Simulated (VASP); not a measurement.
Here is a VASP 6.6.1 calculation.

The input INCAR:

```
SYSTEM = Zr
PREC     = Accurate       ! precision mode
ENCUT    = 520            ! plane-wave cutoff, eV
EDIFF    = 1E-7           ! SCF threshold, eV
ISMEAR   = 0              ! smearing method
SIGMA    = 0.1            ! smearing width, eV
LREAL    = .False.        ! projectors in reciprocal space
LASPH    = .True.         ! aspherical terms in the spheres
NELM     = 60             ! most SCF steps
ALGO     = Normal         ! electronic algorithm
ISIF     = 2              ! what is computed and relaxed
LWAVE    = .False.        ! write WAVECAR
LCHARG   = .False.        ! write CHGCAR
GGA      = PS             ! functional
NBANDS   = 32             ! bands
```

File KPOINTS:

```
regular mesh
0
Gamma
  6 6 2
  0 0 0
```

The input POSCAR:

```
Zr
1.0
    5.1696394045      0.0000000000      0.0000000000
   -2.5848197023      4.4770390527      0.0000000000
    0.0000000000      0.0000000000      8.5316745991
Zr
4
Direct
    0.6666666667      0.3333333333      0.0629118567
    0.3333333333      0.6666666667      0.5629118567
    0.6666666667      0.3333333333      0.4370881433
    0.3333333333      0.6666666667      0.9370881433
```

Potentials or basis: VASP PAW PBE potentials, release 64 (Zr_sv).

Launch:

```console
$ cat potpaw_PBE.64/Zr_sv/POTCAR > POTCAR
$ mpirun -np 1 vasp_std > vasp.out
```

(1) Predict the largest force.

(2) Predict the pressure.

Answers

(1) 0.092 eV/Å.

(2) -7.4 GPa.

Caveat: the k points lie up to 0.37 Å⁻¹ apart; the PAW data sets were made with another functional, which shifts forces and pressure a little.
